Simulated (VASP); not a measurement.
Wanted: the native input for a VASP 6.6.1 run.

* Task: relaxation of cell and atoms
* Functional: PBEsol
* Potentials or basis: VASP PAW PBE potentials, release 64 (K_sv, H, Au)
* Cutoff: 600 eV
* k mesh: 6 × 6 × 2
* Occupations: fermi-dirac, width 0.05 eV
* Spin: no spin polarisation
* Dipole correction: no
* Further INCAR settings: ALGO = Normal; EDIFF = 1e-06; IBRION = 2; EDIFFG = -0.01; NSW = 100; ISIF = 3

The structure of K2H3Au lies in POSCAR:

```
K2H3Au
1.0
    3.6036862581      0.0027681304      0.0393958173
   -1.7994458534      3.1596288316     -0.0150218169
    0.0902766444      0.0123730760      8.1353644904
K H Au
2 3 1
Direct
    0.6601915047      0.3111118079      0.3076803874
    0.6547985463      0.3294208699      0.6893769379
   -0.0135903847     -0.0152096340      0.4968295266
    0.3486665557      0.6957501548      0.0068945888
    0.3137000121      0.6734329519      0.4921921509
   -0.0059159692     -0.0079587112     -0.0001476817
```

One way to write it, as run:

INCAR

```
SYSTEM = K2H3Au
PREC = Accurate ; ENCUT = 600
EDIFF = 1E-6 ; ISMEAR = -1
SIGMA = 0.05 ; LREAL = .FALSE.
LASPH = .TRUE. ; NELM = 100
ALGO = Normal ; ISIF = 3
LWAVE = .FALSE. ; LCHARG = .FALSE.
GGA = PS ; IBRION = 2
NSW = 100 ; EDIFFG = -0.01
```

KPOINTS

```
Automatic mesh
0
G
  6 6 2
  0 0 0
```

Potentials or basis: VASP PAW PBE potentials, release 64 (K_sv, H, Au).

Command:

```sh
$ cat potpaw_PBE.64/K_sv/POTCAR potpaw_PBE.64/H/POTCAR potpaw_PBE.64/Au/POTCAR > POTCAR
$ mpirun -np 1 vasp_std > vasp.out
```

It gave:

* Relaxed volume: 17.28 Å³/atom
* Relaxed cell: a = 3.645 Å, b = 3.943 Å, c = 8.109 Å, α = 90.02°, β = 89.97°, γ = 117.23°
* Space group after relaxing (to 0.1 Å): Amm2 (No. 38)
* Energy gained by relaxing: 75.4 meV/atom
* Ionic steps: 38
* Pressure after relaxing: 0.0 GPa
* Largest force after relaxing: 0.009 eV/Å
* Band gap on the k mesh: zero (bands 16 and 17 overlap by 3.06 eV)

Caveat: the k points lie up to 0.39 Å⁻¹ apart in the final cell, too coarse for converged energies and pressures of a metal; the PAW data sets were made with another functional, which shifts forces and pressure a little; spin-orbit coupling is left out, which moves the levels of the heavy elements.

It took 40 min on 1 thread of AMD EPYC 9755 128-Core Processor (shared host), peak memory 0.29 GiB.
